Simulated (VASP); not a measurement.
# AlNi (P4/mmm) in VASP: notebook

Runs on AlNi. Level: PBE. Tasks: single point, relaxation of cell and atoms.

Everything below comes from runs of VASP 6.6.1. Logs are shortened: lines on timing, memory, paths and dates and some standing lists are left out, and cuts for length are marked.

### Step 1. The cell of the first run

The structure is tetragonal, space group P4/mmm (No. 123). The conventional cell has a = 2.901 Å, b = 2.901 Å, c = 2.914 Å, α = 90.00°, β = 90.00°, γ = 90.00°. Al (site symmetry 4/mmm) has 8 Ni at 2.52 Å and 6 Al at 2.90 to 2.91 Å within 3.3 Å. Ni (site symmetry 4/mmm) has 8 Al at 2.52 Å and 6 Ni at 2.90 to 2.91 Å within 3.3 Å.

### Step 2. Single point, PBE

INCAR reads:

```
SYSTEM = AlNi
ALGO = Fast
EDIFF = 1E-6
ENCUT = 520
GGA = PE
ISIF = 2
ISMEAR = 0
LASPH = .TRUE.
LCHARG = .FALSE.
LREAL = .FALSE.
LWAVE = .FALSE.
NBANDS = 14
NELM = 80
PREC = Accurate
SIGMA = 0.1
```

KPOINTS reads:

```
k-points
0
G
  16 16 14
  0 0 0
```

POSCAR reads:

```
AlNi
1.0
    2.0516108487     -2.0516108487      0.0000000000
    2.0516108487      2.0516108487      0.0000000000
    0.0000000000      0.0000000000      2.9135518900
Al Ni
1 1
Direct
    0.0000000000      0.0000000000      0.0000000000
    0.5000000000      0.5000000000      0.5000000000
```

Potentials or basis: VASP PAW PBE potentials, release 64 (Al, Ni).

On the command line:

```console
cat potpaw_PBE.64/Al/POTCAR potpaw_PBE.64/Ni/POTCAR > POTCAR
mpirun -np 1 vasp_std > vasp.out
```

OUTCAR:

```text
SYSTEM = AlNi
   EDIFF = 1E-6
   ENCUT = 520
   GGA = PE
   ISIF = 2
   ISMEAR = 0
   LASPH = .TRUE.
   LREAL = .FALSE.
   NELM = 80
   PREC = Accurate

 ion  position               nearest neighbor table
   1  0.000  0.000  0.000-   2 2.52   2 2.52   2 2.52   2 2.52   2 2.52   2 2.52   2 2.52   2 2.52

   2  0.500  0.500  0.500-   1 2.52   1 2.52   1 2.52   1 2.52   1 2.52   1 2.52   1 2.52   1 2.52

  LATTYP: Found a simple tetragonal cell.
 ALAT       =     2.9014158869
 C/A-ratio  =     1.0041827864

  Lattice vectors:

 A1 = (   2.0516108487,  -2.0516108487,   0.0000000000)
 A2 = (   2.0516108487,   2.0516108487,   0.0000000000)
 A3 = (   0.0000000000,   0.0000000000,   2.9135518900)

Analysis of symmetry for initial positions (statically):
=====================================================================
 Subroutine PRICEL returns:
 Original cell was already a primitive cell.

 Routine SETGRP: Setting up the symmetry group for a
 simple tetragonal supercell.

 Subroutine GETGRP returns: Found 16 space group operations
 (whereof 16 operations were pure point group operations)
 out of a pool of 16 trial point group operations.

The static configuration has the point symmetry D_4h.

Analysis of symmetry for dynamics (positions and initial velocities):
=====================================================================
 Subroutine PRICEL returns:
 Original cell was already a primitive cell.

 Routine SETGRP: Setting up the symmetry group for a
 simple tetragonal supercell.

 Subroutine GETGRP returns: Found 16 space group operations
 (whereof 16 operations were pure point group operations)
 out of a pool of 16 trial point group operations.

The dynamic configuration has the point symmetry D_4h.

 Subroutine INISYM returns: Found 16 space group operations
 (whereof 16 operations are pure point group operations),
 and found     1 'primitive' translations

----------------------------------------------------------------------------------------

                                     Primitive cell

  volume of cell :      24.5269

  direct lattice vectors                    reciprocal lattice vectors
     2.051610849 -2.051610849  0.000000000     0.243710936 -0.243710936  0.000000000
     2.051610849  2.051610849  0.000000000     0.243710936  0.243710936  0.000000000
     0.000000000  0.000000000  2.913551890     0.000000000  0.000000000  0.343223679

  length of vectors
     2.901415887  2.901415887  2.913551890     0.344659311  0.344659311  0.343223679

  position of ions in fractional coordinates (direct lattice)
     0.000000000  0.000000000  0.000000000
     0.500000000  0.500000000  0.500000000
[... 91 lines left out ...]
   EFERMI =   0.00;   METHOD = LEGACY
   ISMEAR =     0;   SIGMA  =   0.10  broadening in eV -4-tet -1-fermi 0-gaus
   EFERMI_NEDOS =   21; number of points for ismear=-14 and -15
   IALGO  =     68    algorithm
   IMIX   =      4    mixing-type and parameters
     AMIX     =   0.40;   BMIX     =  1.00
     AMIX_MAG =   1.60;   BMIX_MAG =  1.00
  volume/ion in A,a.u.               =      12.26        82.76
  Fermi-wavevector in a.u.,A,eV,Ry     =   1.324875  2.503651 23.882236  1.755295
  Thomas-Fermi vector in A             =   2.454378
   LORBIT       =      0    0 simple, 1 ext, 2 COOP (PROOUT), +10 PAW based schemes
   GGA     = PE    functional components
   LHFCALC =     F    Hartree Fock is set to
   AEXX    =    0.0000 exact exchange contribution
   IVDW    =     0    specifies the selected vdW correction
   LEPSILON=     F    determine dielectric tensor
   LRPA    =     F    only Hartree local field effects (RPA)
 non-spin polarized calculation
 RMM-DIIS sequential band-by-band and
 Gauss-broadening in eV      SIGMA  =   0.10
  energy-cutoff  :      520.00
  volume of cell :       24.53
 maximum number of plane-waves:       691
 NGX is ok and might be reduce to    24
   NGX = 11   NGY = 11   NGZ = 11

 number of electron      13.0000009 magnetization

 Free energy of the ion-electron system (eV)
  ---------------------------------------------------
  ext. energy  EPLUGINS =         0.00000000
  ---------------------------------------------------
  free energy    TOTEN  =       -10.53924912 eV

  energy without entropy =      -10.53553596  energy(sigma->0) =      -10.53739254

 E-fermi :   9.6841     XC(G=0): -11.9269

 val. band max:        9.6552800208   @ k =   0.2500   0.0625   0.3571
 cond. band min:       9.6847109195   @ k =   0.5000   0.3125   0.4286
 fundamental gap:      0.0294308987
 Fermi energy:         9.6840975365

 k-point     1 :       0.0000    0.0000    0.0000
  band No.  band energies     occupation
      1      -1.2593      2.00000
      2       6.5905      2.00000
      3       6.5913      2.00000
      4       8.2052      2.00000
      5       8.2052      2.00000
      6       8.2137      2.00000
      7      14.9904      0.00000
      8      15.1367      0.00000
      9      15.1367      0.00000
     10      17.7209      0.00000
     11      17.7550      0.00000
     12      22.9881      0.00000
     13      30.2962      0.00000
     14      30.3672      0.00000
[... 377 lines left out ...]
      1       3.0621      2.00000
      2       3.3456      2.00000
      3       7.1072      2.00000
      4       7.4673      2.00000
      5       7.5383      2.00000
      6       8.1939      2.00000
      7       9.0704      2.00000
      8      16.5633      0.00000
      9      17.5410      0.00000
     10      19.9355      0.00000
     11      20.3818      0.00000
     12      20.7207      0.00000
     13      24.7192      0.00000
     14      25.4063      0.00000

 [... further k-points ...]

------------------------ aborting loop because EDIFF is reached ----------------------------------------

  FORCE on cell =-STRESS in cart. coord.  units (eV):
  Direction    XX          YY          ZZ          XY          YZ          ZX
  --------------------------------------------------------------------------------------
  -------------------------------------------------------------------------------------
  Total       -0.3395725     -0.3395725     -0.3383959      0.0000000      0.0000000      0.0000000
  in kB      -22.1819847    -22.1819847    -22.1051221      0.0000000      0.0000000      0.0000000
  external PRESSURE =     -22.1563638 kB  Pullay stress =       0.0000000 kB

 VOLUME and BASIS-vectors are now :
 -----------------------------------------------------------------------------
  energy-cutoff  :      520.00
  volume of cell :       24.53
      direct lattice vectors                 reciprocal lattice vectors
     2.051610849 -2.051610849  0.000000000     0.243710936 -0.243710936  0.000000000
     2.051610849  2.051610849  0.000000000     0.243710936  0.243710936  0.000000000
     0.000000000  0.000000000  2.913551890     0.000000000  0.000000000  0.343223679

 POSITION                                       TOTAL-FORCE (eV/Angst)
 -----------------------------------------------------------------------------------
      0.00000      0.00000      0.00000         0.000000      0.000000      0.000000
      2.05161      0.00000      1.45678        -0.000000     -0.000000      0.000000
 -----------------------------------------------------------------------------------
    total drift:                                0.000000     -0.000000     -0.000000

  FREE ENERGIE OF THE ION-ELECTRON SYSTEM (eV)
  ---------------------------------------------------
  free  energy   TOTEN  =       -10.5392491161 eV

  energy  without entropy=      -10.5355359581  energy(sigma->0) =      -10.53739254
```

stdout:

```text
POSCAR found type information on POSCAR AlNi
 POSCAR found :  2 types and       2 ions
 scaLAPACK will be used
 LDA part: xc-table for (Slater+PW92), standard interpolation
 POSCAR, INCAR and KPOINTS ok, starting setup
 FFT: planning ... GRIDC
 FFT: planning ... GRID_SOFT
 FFT: planning ... GRID
 WAVECAR not read
 entering main loop
WARNING in EDDRMM: call to ZHEGV failed, returncode =   8  4     12
```

It took 56 s on 1 thread of Intel Xeon Platinum 8375C at 2.90GHz (Ice Lake), shared host; peak memory 0.24 GiB.

Results:

```yaml
Free_energy: -10.5392 eV
Pressure: -2.2 GPa
```

Spin polarisation is off, so any magnetic state and its effect on volume and gap are missing.

### Step 3. Relaxation of cell and atoms, PBE, target pressure 20 GPa, at which the enthalpy is minimised

This run uses another cell than the first one, of 10.92 Å³/atom, 0.891 times its volume.

INCAR reads:

```
SYSTEM = AlNi
PREC     = Accurate       ! precision mode
ENCUT    = 600            ! plane-wave cutoff, eV
EDIFF    = 1E-6           ! SCF threshold, eV
ISMEAR   = 0              ! smearing method
SIGMA    = 0.1            ! smearing width, eV
LREAL    = .False.        ! projectors in reciprocal space
LASPH    = .True.         ! aspherical terms in the spheres
NELM     = 80             ! most SCF steps
ALGO     = Normal         ! electronic algorithm
ISIF     = 3              ! what is computed and relaxed
LWAVE    = .False.        ! write WAVECAR
LCHARG   = .False.        ! write CHGCAR
GGA      = PE             ! functional
IBRION   = 2              ! ionic algorithm
NSW      = 70             ! ionic steps
EDIFFG   = -0.008         ! ionic threshold
PSTRESS  = 200.0
```

KPOINTS reads:

```
Automatic mesh
0
Gamma
  16 16 14
  0 0 0
```

POSCAR reads:

```
AlNi
1.0
    1.9743149871     -1.9743149871      0.0000000000
    1.9743149871      1.9743149871      0.0000000000
    0.0000000000      0.0000000000      2.8021058594
Al Ni
1 1
Direct
    0.0000000000      0.0000000000      0.0000000000
    0.5000000000      0.5000000000      0.5000000000
```

Potentials or basis: VASP PAW PBE potentials, release 64 (Al, Ni).

On the command line:

```console
cat potpaw_PBE.64/Al/POTCAR potpaw_PBE.64/Ni/POTCAR > POTCAR
mpirun -np 1 vasp_std > vasp.out
```

Run time: 79 s. Hardware: 1 thread of Intel Xeon Platinum 8375C at 2.90GHz (Ice Lake), shared host; peak memory 0.24 GiB.

The run converged. Its results:

```
Free energy                                            : -10.4074 eV
Relaxed volume                                         : 10.94 Å³/atom
Relaxed cell                                           : a = 2.794 Å, b = 2.794 Å, c = 2.803 Å, α = 90.00°, β = 90.00°, γ = 90.00°
Space group after relaxing (to 0.05 Å)                 : Pm-3m (No. 221)
Energy change on relaxing (the enthalpy is what falls) : -2.3 meV/atom
Ionic steps                                            : 3
Pressure after relaxing                                : 20.0 GPa
```

The path:
| step | energy change (eV) | largest force (eV/Å) | pressure (GPa) | volume (Å³) |
| --- | --- | --- | --- | --- |
| 1 | 0.0000 | 0.0000 | 20.42 | 21.84 |
| 2 | -0.0113 | 0.0000 | 19.46 | 21.94 |
| 3 | -0.0046 | 0.0000 | 20.01 | 21.88 |

Final structure:
```cif
data_structure
_symmetry_space_group_name_H-M 'P 1'
_symmetry_Int_Tables_number 1
_cell_length_a 2.7937
_cell_length_b 2.7937
_cell_length_c 2.8035
_cell_angle_alpha 90.000
_cell_angle_beta 90.000
_cell_angle_gamma 90.000
_cell_volume 21.88
loop_
_atom_site_label
_atom_site_type_symbol
_atom_site_fract_x
_atom_site_fract_y
_atom_site_fract_z
_atom_site_occupancy
Al1 Al 0.00000 0.00000 0.00000 1
Ni1 Ni 0.50000 0.50000 0.50000 1
```

Levels at points of the mesh, in eV from the Fermi level:
```csv
k point,band 4,band 5,band 6,band 7,band 8,band 9,band 10
"(0.00, 0.00, 0.00)",-1.72,-1.72,-1.71,5.82,5.95,5.95,8.42
"(0.50, 0.00, 0.00)",-2.52,-2.50,-1.62,-0.67,8.39,10.40,10.53
"(0.50, 0.50, 0.00)",-3.10,-2.34,-2.34,-1.11,1.69,2.95,13.25
"(0.00, 0.00, 0.50)",-2.50,-2.50,-1.61,-0.70,8.39,10.51,10.51
"(0.50, 0.00, 0.50)",-3.12,-2.33,-2.32,-1.12,1.66,2.91,13.34
"(0.50, 0.50, 0.50)",-1.09,-1.08,1.94,1.95,1.95,4.52,4.85
```

Caveat: the cell is relaxed towards a set pressure, so the enthalpy falls and the energy may rise. Spin polarisation is off, so any magnetic state and its effect on volume and gap are missing.

(Part 1 of 2 ends here.)
